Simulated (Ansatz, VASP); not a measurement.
Si2Ni: VASP beside Ansatz

Contents of INCAR:

```
SYSTEM = Si2Ni
PREC = Accurate
ENCUT = 520
EDIFF = 1E-7
ISMEAR = 0
SIGMA = 0.15
LREAL = .FALSE.
LASPH = .TRUE.
NELM = 60
ALGO = Normal
ISIF = 2
LWAVE = .FALSE.
LCHARG = .TRUE.
GGA = PE
LELF = .TRUE.
LVHAR = .TRUE.
NBANDS = 37
```

KPOINTS

```
Automatic mesh
0
G
  14 14 5
  0 0 0
```

The input POSCAR:

```
Si2Ni
1.0
    2.7234129136     -2.7234129136      0.0000000000
    2.7234129136      0.0000000000     -2.7234129136
    8.9109274424      8.9109274424      8.9109274424
Si Ni
6 3
Direct
    0.6666666667      0.6666666667      0.2546986895
    1.0000000000      0.0000000000      0.0509478879
    0.3333333333      0.3333333333      0.4584494911
    0.6666666667      0.6666666667      0.5603248918
    1.0000000000      1.0000000000      0.3565740903
    0.3333333333      0.3333333333      0.1528232887
    0.0000000000      0.0000000000      0.5093871915
    0.3333333333      0.3333333333      0.3056363899
    0.6666666667      0.6666666667      0.1018855883
```

Input for Ansatz:

```yaml
crystal:
  lattice:
    - [2.7234129136, -2.7234129136, 0.0]
    - [2.7234129136, 0.0, -2.7234129136]
    - [8.9109274424, 8.9109274424, 8.9109274424]
  atoms:
    - { symbol: Si, position: [0.6666666667, 0.6666666667, 0.2546986895] }
    - { symbol: Si, position: [1.0, 0.0, 0.0509478879] }
    - { symbol: Si, position: [0.3333333333, 0.3333333333, 0.4584494911] }
    - { symbol: Si, position: [0.6666666667, 0.6666666667, 0.5603248918] }
    - { symbol: Si, position: [1.0, 1.0, 0.3565740903] }
    - { symbol: Si, position: [0.3333333333, 0.3333333333, 0.1528232887] }
    - { symbol: Ni, position: [0.0, 0.0, 0.5093871915] }
    - { symbol: Ni, position: [0.3333333333, 0.3333333333, 0.3056363899] }
    - { symbol: Ni, position: [0.6666666667, 0.6666666667, 0.1018855883] }
basis:
  ecutwfc: 420
kpoints:
  mp_grid: { grid: [14, 14, 5] }
hamiltonian:
  xc: pbe
scf:
  occupations: { method: gaussian, width: 0.15 }
output:
  forces: true
  stress: true
  eigenvalues: true
```

Alike in both runs: task single point; functional PBE; k mesh 14 × 14 × 5; occupations gaussian, width 0.15 eV; no spin polarisation.

```csv
,VASP,Ansatz
version,VASP 6.6.1,Ansatz 0.2.0
potentials or method,"VASP PAW PBE potentials, release 64 (Si, Ni), cutoff 520 eV","scalar-relativistic, plane waves, PAW"
valence electrons in the cell,54,78
```

VASP gave:

| Item | Value |
| --- | --- |
| gap on the k mesh at the Fermi level (eV) | none |
| rms of the force components (eV/Å) | 0.251 |

**Question.** Estimate Ansatz's values.

**Answer.** gap on the k mesh at the Fermi level (eV): none; rms of the force components (eV/Å): 0.253.

Atom by atom the forces differ by 0.003 eV/Å (rms over components). A gap of «none» marks a metal or a gap that the smearing closes. The functional is the same, so the differences come from potentials, cutoffs and numerics. VASP's potentials hold 54 valence electrons a cell and Ansatz's 78, so a difference there can come from the potentials and not from the codes.
